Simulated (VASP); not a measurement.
Set up this calculation in VASP 6.6.1, as the native input.

```
Task                   : single point
Functional             : PBEsol
Potentials or basis    : VASP PAW PBE potentials, release 64 (Ti_sv)
Cutoff                 : 520 eV
k mesh                 : 22 × 22 × 22
Occupations            : gaussian, width 0.15 eV
Spin                   : no spin polarisation
Dipole correction      : no
Further INCAR settings : ALGO = Fast; EDIFF = 1e-07; NBANDS = 12
```

The structure of Ti lies in POSCAR:

```
Ti
1.0
   -1.4624371540      1.4624371540      1.8299476108
    1.4624371540     -1.4624371540      1.8299476108
    1.4624371540      1.4624371540     -1.8299476108
Ti
1
Direct
    0.0000000000      0.0000000000      0.0000000000
```

This cell differs from its parent crystal: volume 15.655 Å^3 an atom, c/a of the conventional cell 1.2513.

These files were run (other wordings do the same):

INCAR

```
PREC = Accurate
ENCUT = 520
EDIFF = 1E-7
ISMEAR = 0
SIGMA = 0.15
LREAL = False
LASPH = True
NELM = 100
ALGO = Fast
ISIF = 2
LWAVE = False
LCHARG = False
GGA = PS
NBANDS = 12
```

KPOINTS

```
regular mesh
0
Gamma
  22 22 22
```

Potentials or basis: VASP PAW PBE potentials, release 64 (Ti_sv).

The run is started by

```bash
$ cat potpaw_PBE.64/Ti_sv/POTCAR > POTCAR
$ mpirun -np 1 vasp_std > vasp.out
```

It gave:

* Pressure: 7.6 GPa
* Band gap on the k mesh: zero (band 6 reaches 10.08 eV, above the bottom of band 7 at 8.53 eV)

Caveat: the PAW data sets were made with another functional, which shifts forces and pressure a little.

It took 120 s on 1 thread of Intel(R) Xeon(R) 6975P-C (Granite Rapids) (shared host), peak memory 0.27 GiB.
